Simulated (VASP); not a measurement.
Write the native input for VASP 6.6.1 that does the following.

* Task: single point
* Functional: PBE
* Potentials or basis: VASP PAW PBE potentials, release 64 (Al, B, P)
* Cutoff: 520 eV
* k mesh: 6 × 6 × 6
* Occupations: gaussian, width 0.1 eV
* Spin: no spin polarisation
* Dipole correction: no
* Further INCAR settings: ALGO = Normal; EDIFF = 1e-07; NBANDS = 31

The structure of Al3B2P5 lies in POSCAR:

```
Al3B2P5
1.0
   -1.7908880700      1.7908880700     12.6634909600
    1.7908880700     -1.7908880700     12.6634909600
    1.7908880700      1.7908880700    -12.6634909600
Al B P
3 2 5
Direct
    0.5000000000      0.5000000000      0.0000000000
    0.7000000000      0.7000000000      0.0000000000
    0.3000000000      0.3000000000      0.0000000000
    0.9000000000      0.9000000000      0.0000000000
    0.1000000000      0.1000000000      0.0000000000
    0.4500000000      0.9500000000      0.5000000000
    0.0500000000      0.5500000000      0.5000000000
    0.6500000000      0.1500000000      0.5000000000
    0.2500000000      0.7500000000      0.5000000000
    0.8500000000      0.3500000000      0.5000000000
```

One way to write it, as run:

INCAR

```
SYSTEM = Al3B2P5
PREC = Accurate
ENCUT = 520
EDIFF = 1E-7
ISMEAR = 0
SIGMA = 0.1
LREAL = .FALSE.
LASPH = .TRUE.
NELM = 100
ALGO = Normal
ISIF = 2
LWAVE = .FALSE.
LCHARG = .TRUE.
GGA = PE
LELF = .TRUE.
LVHAR = .TRUE.
NBANDS = 31
```

KPOINTS

```
regular mesh
0
G
  6 6 6
  0 0 0
```

Potentials or basis: VASP PAW PBE potentials, release 64 (Al, B, P).

Run with:

```console
$ cat potpaw_PBE.64/Al/POTCAR potpaw_PBE.64/B/POTCAR potpaw_PBE.64/P/POTCAR > POTCAR
$ mpirun -np 1 vasp_std > vasp.out
```

It gave:

- Pressure: 10.5 GPa
- Largest force: 4.233 eV/Å
- Band gap on the k mesh: 1.16 eV (least direct gap 1.20 eV)

Caveat: the cell stands under pressure; forces of over 1 eV/Å act on the atoms, so gaps and moduli don't describe the material at rest.

Wall time 17 min on 1 thread of AMD EPYC 9R45 (Zen 5), on a shared host, peak memory 1.5 GiB.
